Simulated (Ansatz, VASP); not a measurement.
## Pd: VASP beside Ansatz

INCAR

```
ALGO = Normal
EDIFF = 1E-6
ENCUT = 520
GGA = PE
ISIF = 2
ISMEAR = -1
LASPH = True
LCHARG = False
LREAL = False
LWAVE = False
NBANDS = 11
NELM = 100
PREC = Accurate
SIGMA = 0.08
```

Contents of KPOINTS:

```
k-points
0
Gamma
  19 19 19
```

The input POSCAR:

```
Pd
1.0
    0.0000000000      1.9324327464      1.9324327464
    1.9324327464      0.0000000000      1.9324327464
    1.9324327464      1.9324327464      0.0000000000
Pd
1
Direct
    0.0000000000      0.0000000000      0.0000000000
```

Input for Ansatz:

```yaml
crystal:
  lattice:
    - [0.0, 1.9324327464, 1.9324327464]
    - [1.9324327464, 0.0, 1.9324327464]
    - [1.9324327464, 1.9324327464, 0.0]
  atoms:
    - { symbol: Pd, position: [0.0, 0.0, 0.0] }
kpoints:
  mp_grid: { grid: [19, 19, 19] }
scf:
  occupations: { method: fermi_dirac, width: 0.08 }
hamiltonian:
  xc: pbe
  pseudopotentials: { kind: all_electron, lapw: { basis_error: 0.0005 } }
output:
  forces: true
  stress: true
  eigenvalues: true
```

Change from the starting cell: volume scaled by 0.9405.

Alike in both runs: task single point; functional PBE; k mesh 19 × 19 × 19; occupations fermi-dirac, width 0.08 eV; no spin polarisation.

|  | VASP | Ansatz |
| --- | --- | --- |
| version | VASP 6.6.1 | Ansatz 0.2.0 |
| potentials or method | VASP PAW PBE potentials, release 64 (Pd), cutoff 520 eV | all-electron LAPW, scalar-relativistic |

```csv
,VASP,Ansatz,Ansatz less VASP
pressure (GPa),11.8,12.1,+0.27
```

Ansatz ran all-electron here, and VASP with PAW potentials.
